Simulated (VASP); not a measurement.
A run of VASP 6.6.1 is set up as follows.

POSCAR

```
TiO2
1.0
    4.6888839705      0.0000000000      0.0000000000
    0.0000000000      4.6888839705      0.0000000000
    0.0000000000      0.0000000000      2.9181006228
Ti O
2 4
Direct
    0.0000000000      0.0000000000      0.0000000000
    0.5000000000      0.5000000000      0.5000000000
    0.3046314432      0.3046314432      0.0000000000
    0.1953685568      0.8046314432      0.5000000000
    0.6953685568      0.6953685568      0.0000000000
    0.8046314432      0.1953685568      0.5000000000
```

Contents of INCAR.step1:

```
  PREC = Accurate
  ENCUT = 520
  ISMEAR = 0
  SIGMA = 0.01
  LREAL = F
  LASPH = T
  NELM = 80
  NBANDS = 33
  GGA = PE
  ALGO = Normal
  EDIFF = 1E-4
  LWAVE = T
  LCHARG = F
```

Contents of INCAR.step2:

```
  PREC = Accurate
  ENCUT = 520
  EDIFF = 1E-7
  ISMEAR = 0
  SIGMA = 0.01
  LREAL = F
  LASPH = T
  NELM = 80
  ALGO = Normal
  ISIF = 2
  LWAVE = F
  LCHARG = F
  METAGGA = R2SCAN
  LMIXTAU = T
  NBANDS = 33
  ISTART = 1
```

KPOINTS

```
Automatic mesh
0
Gamma
  4 4 6
```

Potentials or basis: VASP PAW PBE potentials, release 64 (Ti_sv, O).

Command:

```bash
$ cat potpaw_PBE.64/Ti_sv/POTCAR potpaw_PBE.64/O/POTCAR > POTCAR
$ cp INCAR.step1 INCAR
$ mpirun -np 1 vasp_std > vasp.out
$ cp INCAR.step2 INCAR
$ mpirun -np 1 vasp_std > vasp.out
```

**Question.** Predict the band gap on the k mesh.

**Answer.** 2.21 eV, direct.

**Question.** What does it give for the pressure?

**Answer.** -4.0 GPa.

**Question.** Estimate the largest force.

**Answer.** 0.113 eV/Å.

Stress tensor (GPa, compression positive):
```
-6.64  0.00  0.00
 0.00 -6.64  0.00
 0.00  0.00  1.43
```

Caveat: the cell differs from its parent crystal (in-plane strain +0.02); the PAW data sets were made with another functional, which shifts forces and pressure a little. A k mesh can miss the band edges.
